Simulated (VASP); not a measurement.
# SnSe2 (P6/mmm) in VASP: further runs

The runs below take SnSe2 through relaxation of cell and atoms, with PBEsol.

All numbers are computed with VASP 6.6.1; they aren't measurements. Logs are shortened: lines on timing, memory, paths and dates and some standing lists are left out, and cuts for length are marked.

**1. The cell of the first run**

The structure is hexagonal, space group P6/mmm (No. 191). The conventional cell has a = 4.060 Å, b = 4.060 Å, c = 4.466 Å, α = 90.00°, β = 90.00°, γ = 120.00°. Sn (site symmetry 6/mmm) has 12 Se at 3.24 Å and 6 Sn at 4.06 Å within 4.3 Å. Se (site symmetry -6m2) has 3 Se at 2.34 Å within 3.1 Å.

**2. Relaxation of cell and atoms, PBEsol, target pressure 10 GPa, at which the enthalpy is minimised**

Input file INCAR:

```
PREC = Accurate
ENCUT = 600
EDIFF = 1E-7
ISMEAR = 0
SIGMA = 0.01
LREAL = F
LASPH = T
NELM = 60
ALGO = Normal
ISIF = 3
LWAVE = F
LCHARG = F
GGA = PS
IBRION = 2
NSW = 80
EDIFFG = -0.01
PSTRESS = 100.0
```

Input file KPOINTS:

```
regular mesh
0
Gamma
  6 6 5
```

Input file POSCAR:

```
SnSe2
1.0
    4.0600000000      0.0000000000      0.0000000000
   -2.0300000000      3.5160631394      0.0000000000
    0.0000000000      0.0000000000      4.4660000000
Sn Se
1 2
Direct
    0.0000000000      0.0000000000      0.0000000000
    0.3333333333      0.6666666667      0.5000000000
    0.6666666667      0.3333333333      0.5000000000
```

Potentials or basis: VASP PAW PBE potentials, release 64 (Sn_d, Se).

Run with:

```
> cat potpaw_PBE.64/Sn_d/POTCAR potpaw_PBE.64/Se/POTCAR > POTCAR
> mpirun -np 1 vasp_std > vasp.out
```

OUTCAR:

```text
PREC = Accurate
   ENCUT = 600
   EDIFF = 1E-7
   ISMEAR = 0
   LREAL = F
   LASPH = T
   NELM = 60
   ISIF = 3
   GGA = PS
   IBRION = 2
   NSW = 80
   EDIFFG = -0.01
   PSTRESS = 100.0

 ion  position               nearest neighbor table
   1  0.000  0.000  0.000-   2 3.24   3 3.24   2 3.24   3 3.24   3 3.24   3 3.24   2 3.24   2 3.24
                             3 3.24   3 3.24   2 3.24   2 3.24
   2  0.333  0.667  0.500-   3 2.34   3 2.34   3 2.34   1 3.24   1 3.24   1 3.24   1 3.24   1 3.24
                             1 3.24
   3  0.667  0.333  0.500-   2 2.34   2 2.34   2 2.34   1 3.24   1 3.24   1 3.24   1 3.24   1 3.24
                             1 3.24

  LATTYP: Found a hexagonal cell.
 ALAT       =     4.0600000000
 C/A-ratio  =     1.1000000000

  Lattice vectors:

 A1 = (   4.0600000000,   0.0000000000,   0.0000000000)
 A2 = (  -2.0300000000,   3.5160631394,   0.0000000000)
 A3 = (   0.0000000000,   0.0000000000,   4.4660000000)

Analysis of symmetry for initial positions (statically):
=====================================================================
 Subroutine PRICEL returns:
 Original cell was already a primitive cell.

 Routine SETGRP: Setting up the symmetry group for a
 hexagonal supercell.

 Subroutine GETGRP returns: Found 24 space group operations
 (whereof 24 operations were pure point group operations)
 out of a pool of 24 trial point group operations.

The static configuration has the point symmetry D_6h.

Analysis of symmetry for dynamics (positions and initial velocities):
=====================================================================
 Subroutine PRICEL returns:
 Original cell was already a primitive cell.

 Routine SETGRP: Setting up the symmetry group for a
 hexagonal supercell.

 Subroutine GETGRP returns: Found 24 space group operations
 (whereof 24 operations were pure point group operations)
 out of a pool of 24 trial point group operations.

The dynamic configuration has the point symmetry D_6h.

 Subroutine INISYM returns: Found 24 space group operations
 (whereof 24 operations are pure point group operations),
 and found     1 'primitive' translations

----------------------------------------------------------------------------------------

                                     Primitive cell

  volume of cell :      63.7531

  direct lattice vectors                    reciprocal lattice vectors
     4.060000000  0.000000000  0.000000000     0.246305419  0.142204500  0.000000000
    -2.030000000  3.516063139  0.000000000     0.000000000  0.284409000  0.000000000
     0.000000000  0.000000000  4.466000000     0.000000000  0.000000000  0.223914017

  length of vectors
     4.060000000  4.060000000  4.466000000     0.284409000  0.284409000  0.223914017

  position of ions in fractional coordinates (direct lattice)
     0.000000000  0.000000000  0.000000000
     0.333333333  0.666666667  0.500000000
     0.666666667  0.333333333  0.500000000

  ion indices of the primitive-cell ions
   primitive index   ion index
                 1           1
                 2           2
                 3           3

----------------------------------------------------------------------------------------

 KPOINTS: regular mesh

Automatic generation of k-mesh.
 Grid dimensions read from file:
 generate k-points for:    6    6    5

 Generating k-lattice:

  Cartesian coordinates                     Fractional coordinates (reciprocal lattice)
     0.041050903  0.023700750  0.000000000     0.166666667  0.000000000  0.000000000
     0.000000000  0.047401500  0.000000000     0.000000000  0.166666667  0.000000000
     0.000000000  0.000000000  0.044782803     0.000000000  0.000000000  0.200000000

  Length of vectors
     0.047401500  0.047401500  0.044782803

  Shift w.r.t. Gamma in fractional coordinates (k-lattice)
     0.000000000  0.000000000  0.000000000

 Subroutine IBZKPT returns following result:
 ===========================================

 Found     21 irreducible k-points:

 Following reciprocal coordinates:
            Coordinates               Weight
  0.000000  0.000000  0.000000      1.000000
  0.166667  0.000000  0.000000      6.000000
  0.333333  0.000000  0.000000      6.000000
  0.500000  0.000000  0.000000      3.000000
  0.166667  0.166667  0.000000      6.000000
  0.333333  0.166667  0.000000     12.000000
[... 13 lines left out ...]
  0.333333  0.166667  0.400000     24.000000
  0.333333  0.333333  0.400000      4.000000
   k-points           NKPTS =     21   k-points in BZ     NKDIM =     21   number of bands    NBANDS=     17
   number of dos      NEDOS =    301   number of ions     NIONS =      3
   total plane-waves  NPLWV =  36864
   dimension x,y,z NGX =    32 NGY =   32 NGZ =   36
   dimension x,y,z NGXF=    64 NGYF=   64 NGZF=   72
   ions per type =               1   2
   NGX,Y,Z   is equivalent  to a cutoff of  13.10, 13.10, 13.40 a.u.
   NGXF,Y,Z  is equivalent  to a cutoff of  26.21, 26.21, 26.80 a.u.
 SYSTEM =  unknown system
   PREC   = accura    normal or accurate (medium, high low for compatibility)
   ISTART =      0    job   : 0-new  1-cont  2-samecut
   ICHARG =      2    charge: 1-file 2-atom 10-const
   ISPIN  =      1    spin polarized calculation?
   LNONCOLLINEAR =      F non collinear calculations
   LSORBIT =      F    spin-orbit coupling
   LASPH  =      T    aspherical Exc in radial PAW
   ENCUT  =  600.0 eV  44.10 Ry    6.64 a.u.   8.11  8.11  8.92*2*pi/ulx,y,z
   NELM   =     60;   NELMIN=  2; NELMDL= -5     # of ELM steps
   EDIFF  = 0.1E-06   stopping-criterion for ELM
   LREAL  =      F    real-space projection
   EDIFFG = -.1E-01   stopping-criterion for IOM
   NSW    =     80    number of steps for IOM
   IBRION =      2    ionic relax: 0-MD 1-quasi-New 2-CG
   NFREE  =      1    steps in history (QN), initial steepest desc. (CG)
   ISIF   =      3    stress and relaxation
   ISYM   =      2    0-nonsym 1-usesym 2-fastsym
   POTIM  = 0.5000    time-step for ionic-motion
   TEBEG  =    0.0;   TEEND  =   0.0 temperature during run
   PSTRESS=  100.0 pullay stress
   NELECT =      26.0000    total number of electrons
   NUPDOWN=      -1.0000    fix difference up-down
   EMIN   =  10.00;   EMAX   =-10.00  energy-range for DOS
   EFERMI =   0.00;   METHOD = LEGACY
   ISMEAR =     0;   SIGMA  =   0.01  broadening in eV -4-tet -1-fermi 0-gaus
   EFERMI_NEDOS =   21; number of points for ismear=-14 and -15
   IALGO  =     38    algorithm
   IMIX   =      4    mixing-type and parameters
     AMIX     =   0.40;   BMIX     =  1.00
     AMIX_MAG =   1.60;   BMIX_MAG =  1.00
  volume/ion in A,a.u.               =      21.25       143.41
  Fermi-wavevector in a.u.,A,eV,Ry     =   1.214038  2.294198 20.053454  1.473887
  Thomas-Fermi vector in A             =   2.349470
   LORBIT       =      0    0 simple, 1 ext, 2 COOP (PROOUT), +10 PAW based schemes
   GGA     = PS    functional components
   LHFCALC =     F    Hartree Fock is set to
   AEXX    =    0.0000 exact exchange contribution
   IVDW    =     0    specifies the selected vdW correction
   LEPSILON=     F    determine dielectric tensor
   LRPA    =     F    only Hartree local field effects (RPA)
 conjugate gradient relaxation of ions
 non-spin polarized calculation
 Gauss-broadening in eV      SIGMA  =   0.01
  energy-cutoff  :      600.00
  volume of cell :       63.75
 maximum number of plane-waves:      2142
   NGX = 17   NGY = 17   NGZ = 17

--------------------------------------- Ionic step        1  -------------------------------------------

 number of electron      25.9999994 magnetization

 Free energy of the ion-electron system (eV)
  ---------------------------------------------------
  ext. energy  EPLUGINS =         0.00000000
  ---------------------------------------------------
  free energy    TOTEN  =        -9.64546410 eV

  energy without entropy =       -9.64545826  energy(sigma->0) =       -9.64546118

------------------------ aborting loop because EDIFF is reached ----------------------------------------

  FORCE on cell =-STRESS in cart. coord.  units (eV):
  Direction    XX          YY          ZZ          XY          YZ          ZX
  --------------------------------------------------------------------------------------
  -------------------------------------------------------------------------------------
  Total       11.6233439     11.6233439      0.6270304      0.0000000      0.0000000      0.0000000
  in kB      292.1058495    292.1058495     15.7578779      0.0000000      0.0000000      0.0000000
  external PRESSURE =      99.9898590 kB  Pullay stress =     100.0000000 kB
[... 24 lines left out ...]
  enthalpy is  TOTEN    =        -5.6663092973 eV   P V=        3.9791548044

--------------------------------------- Ionic step        2  -------------------------------------------

 number of electron      25.9999987 magnetization

 E-fermi :   5.5761     XC(G=0):  -9.9742

 val. band max:        5.5633071992   @ k =   0.0000   0.0000   0.2000
 cond. band min:       5.5789515696   @ k =   0.1667   0.0000   0.0000
 fundamental gap:      0.0156443703
 Fermi energy:         5.5761304621

 k-point     1 :       0.0000    0.0000    0.0000
  band No.  band energies     occupation
      1     -16.4554      2.00000
      2     -16.4554      2.00000
      3     -16.4238      2.00000
      4     -16.4218      2.00000
      5     -16.4218      2.00000
      6     -10.0037      2.00000
[... 9 lines left out ...]
     16       9.5717      0.00000
     17       9.8711      0.00000
[... 467 lines left out ...]
  FREE ENERGIE OF THE ION-ELECTRON SYSTEM (eV)
  ---------------------------------------------------
  free  energy   TOTEN  =       -11.2856767266 eV

  energy  without entropy=      -11.2855052479  energy(sigma->0) =      -11.28559099

  enthalpy is  TOTEN    =        -6.6197737254 eV   P V=        4.6659030012

[... ionic steps 4 to 12 ...]

--------------------------------------- Ionic step       13  -------------------------------------------

 number of electron      26.0000010 magnetization

------------------------ aborting loop because EDIFF is reached ----------------------------------------

  FORCE on cell =-STRESS in cart. coord.  units (eV):
  Direction    XX          YY          ZZ          XY          YZ          ZX
  --------------------------------------------------------------------------------------
  -------------------------------------------------------------------------------------
  Total        3.8384665      3.8384665      3.3038590      0.0000000     -0.0000000      0.0000000
  in kB      101.0371640    101.0371640     86.9650786      0.0000000     -0.0000000      0.0000000
  external PRESSURE =      -3.6535311 kB  Pullay stress =     100.0000000 kB
[... 63 lines left out ...]
  enthalpy is  TOTEN    =        -7.6799273805 eV   P V=        3.7775010333

--------------------------------------- Ionic step       15  -------------------------------------------

 number of electron      26.0000010 magnetization

 Free energy of the ion-electron system (eV)
  ---------------------------------------------------
  ext. energy  EPLUGINS =         0.00000000
  ---------------------------------------------------
  free energy    TOTEN  =       -11.46081950 eV

  energy without entropy =      -11.46075681  energy(sigma->0) =      -11.46078816

 E-fermi :   7.9805     XC(G=0): -11.1208

 val. band max:        7.9805445726   @ k =   0.0000   0.0000   0.2000
 cond. band min:       8.0637349207   @ k =   0.3333   0.0000   0.4000
 fundamental gap:      0.0831903481
 Fermi energy:         7.9805445727

 k-point     1 :       0.0000    0.0000    0.0000
  band No.  band energies     occupation
      1     -13.8448      2.00000
      2     -13.7376      2.00000
      3     -13.7376      2.00000
      4     -13.6674      2.00000
      5     -13.6674      2.00000
      6      -8.3450      2.00000
[... 9 lines left out ...]
     16      14.2109      0.00000
     17      14.2109      0.00000
[... 428 lines left out ...]
  FREE ENERGIE OF THE ION-ELECTRON SYSTEM (eV)
  ---------------------------------------------------
  free  energy   TOTEN  =       -11.4608194995 eV

  energy  without entropy=      -11.4607568118  energy(sigma->0) =      -11.46078816

  enthalpy is  TOTEN    =        -7.6799839691 eV   P V=        3.7808355304

 reached required accuracy - stopping structural energy minimisation
```

Run time: 2.5 min. Hardware: 1 thread of Intel Xeon 6975P-C (Granite Rapids), shared host; peak memory 0.21 GiB.

What came out:

```
Free energy                                            : -11.4608 eV
Relaxed volume                                         : 20.19 Å³/atom
Relaxed cell                                           : a = 4.691 Å, b = 4.691 Å, c = 3.178 Å, α = 90.00°, β = 90.00°, γ = 120.00°
Space group after relaxing (to 0.05 Å)                 : P6/mmm (No. 191)
Energy change on relaxing (the enthalpy is what falls) : -605.1 meV/atom
Ionic steps                                            : 15
Pressure after relaxing                                : 10.0 GPa
Band gap on the k mesh                                 : zero (band 13 reaches 8.60 eV, above the bottom of band 14 at 6.39 eV)
```

The path:
```
step  energy change (eV)  largest force (eV/Å)  pressure (GPa)  volume (Å³)
   1              0.0000                0.0000           20.00        63.75
   2             -1.7136                0.0000            0.29        76.06
   3             -1.6402                0.0000            1.75        74.76
   4             -1.9789                0.0000            2.55        68.13
   5             -1.9919                0.0000            4.04        65.03
   6             -1.5482                0.0000           14.30        58.02
   7             -1.8575                0.0000            6.88        62.15
   8             -1.9202                0.0000            5.88        62.94
   9             -1.9691                0.0000            4.73        64.00
  10             -1.9406                0.0000            5.48        63.27
  11             -1.5759                0.0000           16.37        57.91
  12             -1.8348                0.0000            9.55        60.91
  13             -1.8319                0.0000            9.63        60.87
  14             -1.8120                0.0000           10.10        60.52
  15             -1.8154                0.0000           10.03        60.58
```

Final structure:
```xyz
3
Lattice="4.6911 0.0000 0.0000 -2.3456 4.0626 0.0000 0.0000 0.0000 3.1784" Properties=species:S:1:pos:R:3 pbc="T T T"
Sn    4.6911    0.0000    0.0000
Se    0.0000    2.7084    1.5892
Se    2.3456    1.3542    1.5892
```

Levels at points of the mesh, in eV from the Fermi level:
```tsv
k point	band 10	band 11	band 12	band 13	band 14	band 15	band 16	band 17
(0.00, 0.00, 0.00)	-5.59	-3.81	-3.81	-1.55	1.95	4.45	6.23	6.23
(0.50, 0.00, 0.00)	-1.12	-1.02	-0.32	0.51	0.72	2.50	2.64	5.71
```

Caveat: the cell is relaxed towards a set pressure, so the enthalpy falls and the energy may rise; the PAW data sets were made with another functional, which shifts forces and pressure a little; spin-orbit coupling is left out, which moves the levels of the heavy elements.

**3. Relaxation of cell and atoms, PBEsol, target pressure 20 GPa, at which the enthalpy is minimised**

Input file INCAR:

```
ALGO = Normal
EDIFF = 1E-7
EDIFFG = -0.01
ENCUT = 600
GGA = PS
IBRION = 2
ISIF = 3
ISMEAR = 0
LASPH = True
LCHARG = False
LREAL = False
LWAVE = False
NELM = 100
NSW = 80
PREC = Accurate
PSTRESS = 200.0
SIGMA = 0.01
```

Input file KPOINTS:

```
k-points
0
Gamma
  6 6 5
```

POSCAR is that of step 2.

Potentials or basis: VASP PAW PBE potentials, release 64 (Sn_d, Se).

Run with:

```
> cat potpaw_PBE.64/Sn_d/POTCAR potpaw_PBE.64/Se/POTCAR > POTCAR
> mpirun -np 1 vasp_std > vasp.out
```

It took 2.4 min on 1 thread of Intel Xeon 6975P-C (Granite Rapids), shared host; peak memory 0.2 GiB.

The run converged. Its results:

| Item | Value |
| --- | --- |
| Free energy | -11.0424 eV |
| Relaxed volume | 18.67 Å³/atom |
| Relaxed cell | a = 4.585 Å, b = 4.585 Å, c = 3.077 Å, α = 90.00°, β = 90.00°, γ = 120.00° |
| Space group after relaxing (to 0.05 Å) | P6/mmm (No. 191) |
| Energy change on relaxing (the enthalpy is what falls) | -465.6 meV/atom |
| Ionic steps | 18 |
| Pressure after relaxing | 20.0 GPa |
| Band gap on the k mesh | zero (band 13 reaches 9.89 eV, above the bottom of band 14 at 7.25 eV) |

Step by step:
| step | energy change (eV) | largest force (eV/Å) | pressure (GPa) | volume (Å³) |
| --- | --- | --- | --- | --- |
| 1 | 0.0000 | 0.0000 | 20.00 | 63.75 |
| 2 | -1.2098 | 0.0000 | 14.80 | 63.06 |
| 3 | 0.5379 | 0.0000 | 37.08 | 52.56 |
| 4 | -1.6583 | 0.0000 | 12.58 | 61.44 |
| 5 | -1.7368 | 0.0000 | 12.47 | 59.66 |
| 6 | -1.6625 | 0.0000 | 13.09 | 58.72 |
| 7 | -1.7224 | 0.0000 | 12.63 | 59.26 |
| 8 | -0.2667 | 0.0000 | 39.70 | 49.65 |
| 9 | -1.3801 | 0.0000 | 19.98 | 55.90 |
| 10 | -1.3978 | 0.0000 | 19.72 | 56.04 |
| 11 | -1.4372 | 0.0000 | 18.97 | 56.36 |
| 12 | -1.4111 | 0.0000 | 19.49 | 56.15 |
| 13 | -1.4188 | 0.0000 | 19.34 | 56.21 |
| 14 | -1.3787 | 0.0000 | 20.51 | 55.89 |
| 15 | -1.4018 | 0.0000 | 19.92 | 56.05 |
| 16 | -1.4022 | 0.0000 | 19.90 | 56.05 |
| 17 | -1.3912 | 0.0000 | 20.17 | 55.96 |
| 18 | -1.3969 | 0.0000 | 20.01 | 56.01 |

Final structure:
```xyz
3
Lattice="4.5847 0.0000 0.0000 -2.2924 3.9705 0.0000 0.0000 0.0000 3.0769" Properties=species:S:1:pos:R:3 pbc="T T T"
Sn    0.0000    0.0000    0.0000
Se    0.0000    2.6470    1.5385
Se    2.2924    1.3235    1.5385
```

Levels at points of the mesh, in eV from the Fermi level:
```tsv
k point	band 10	band 11	band 12	band 13	band 14	band 15	band 16	band 17
(0.00, 0.00, 0.00)	-6.01	-4.20	-4.20	-1.47	2.40	4.51	6.95	6.95
(0.50, 0.00, 0.00)	-0.95	-0.94	-0.13	0.77	0.77	2.56	2.97	6.31
```

Caveat: the cell is relaxed towards a set pressure, so the enthalpy falls and the energy may rise; the PAW data sets were made with another functional, which shifts forces and pressure a little; spin-orbit coupling is left out, which moves the levels of the heavy elements.

[end of part 1 of 2]
